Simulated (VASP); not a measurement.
LiBe:

```
Li Be
1.0
     5.59858    0.00000    0.00000
    -1.17574    3.79280    0.00000
     0.37758   -2.50517    4.56025
Li Be
4 4
Cartesian
  1.6835 1.6231 0.8945
  4.5385 1.2655 4.5121
  3.9099 2.0786 0.6612
  4.1252 -0.0829 2.9618
  2.2672 2.4341 2.2332
  3.6065 -0.1192 1.3950
  -0.2075 -0.2546 4.0493
  1.3219 -0.6320 1.6482
```

The cell was generated, and may not be a known phase.

- Program: VASP 6.6.1
- Task: relaxation of cell and atoms
- Functional: PBE
- Potentials or basis: VASP PAW PBE potentials, release 64 (Li_sv, Be)
- Cutoff: 600 eV
- k mesh: 4 × 6 × 4
- Occupations: gaussian, width 0.1 eV
- Spin: no spin polarisation

At the start: pressure 29.8 GPa; volume 12.10 Å³/atom.

Q: How do energy, volume and symmetry change on relaxing?

A: Over 57 steps the energy falls by 1780.2 meV/atom and the volume is 11.98 Å³/atom (-1.0 %); space group P1 (No. 1, to 0.1 Å) before and after.

Step by step:
| step | energy change (eV) | largest force (eV/Å) | pressure (GPa) | volume (Å³) |
| --- | --- | --- | --- | --- |
| 1 | 0.0000 | 11.3009 | 29.82 | 96.83 |
| 3 | -8.6665 | 2.6966 | -0.76 | 126.05 |
| 5 | -9.5143 | 2.0266 | -2.74 | 127.60 |
| 7 | -11.3672 | 1.2320 | -1.62 | 113.01 |
| 9 | -12.2087 | 1.9437 | 1.07 | 100.76 |
| 11 | -12.5642 | 1.3200 | 2.56 | 95.85 |
| 13 | -13.0384 | 0.9901 | 1.49 | 97.91 |
| 15 | -13.2534 | 0.5168 | -1.60 | 103.53 |
| 17 | -13.4966 | 0.7230 | 1.01 | 96.86 |
| 19 | -13.6231 | 0.7323 | 1.30 | 95.80 |
| 21 | -13.8339 | 0.4075 | -1.23 | 100.41 |
| 23 | -13.9353 | 0.3713 | 0.83 | 95.97 |
| 25 | -14.0096 | 0.3398 | 0.09 | 96.33 |
| 27 | -14.0626 | 0.2317 | -0.03 | 96.90 |
| 29 | -14.0855 | 0.1289 | 0.01 | 96.93 |
| 31 | -14.0963 | 0.1148 | -0.05 | 96.98 |
| 33 | -14.1038 | 0.1040 | 0.11 | 96.78 |
| 35 | -14.1097 | 0.1129 | -0.06 | 97.13 |
| 37 | -14.1188 | 0.1421 | -0.22 | 97.26 |
| 39 | -14.1382 | 0.1504 | -0.02 | 96.67 |
| 41 | -14.1217 | 0.3751 | 1.61 | 93.33 |
| 43 | -14.1712 | 0.2693 | 0.82 | 94.70 |
| 45 | -14.1764 | 0.2591 | 0.66 | 94.96 |
| 47 | -14.1861 | 0.2544 | 0.45 | 95.27 |
| 49 | -14.2082 | 0.2350 | -0.65 | 97.45 |
| 51 | -14.2157 | 0.1702 | -0.38 | 96.87 |
| 53 | -14.2321 | 0.1184 | 0.05 | 95.94 |
| 55 | -14.2382 | 0.0826 | 0.03 | 95.81 |
| 57 | -14.2418 | 0.0368 | 0.09 | 95.83 |

Final structure:
```xyz
8
Lattice="6.3427 0.1630 -0.4030 -1.2461 4.1036 0.3165 0.2635 -2.4784 3.4939" Properties=species:S:1:pos:R:3 pbc="T T T"
Li    1.8449    1.1771    0.2969
Li    5.8644    1.0473   -0.1814
Li    4.5563    2.8408    1.1480
Li    4.1772    0.4606    2.1156
Be    2.3848    2.2257    2.3013
Be    2.2366    3.4444    0.4331
Be    0.6855    0.8207    2.6983
Be    0.5201    3.0515    1.6566
```

Caveat: the cutoff is under 1.25 times the usual one of these potentials, so pressure, stress and relaxed cells hold a basis-set (Pulay) error; a cell axis changed by over 15 % at a fixed basis, so the end point is rough.
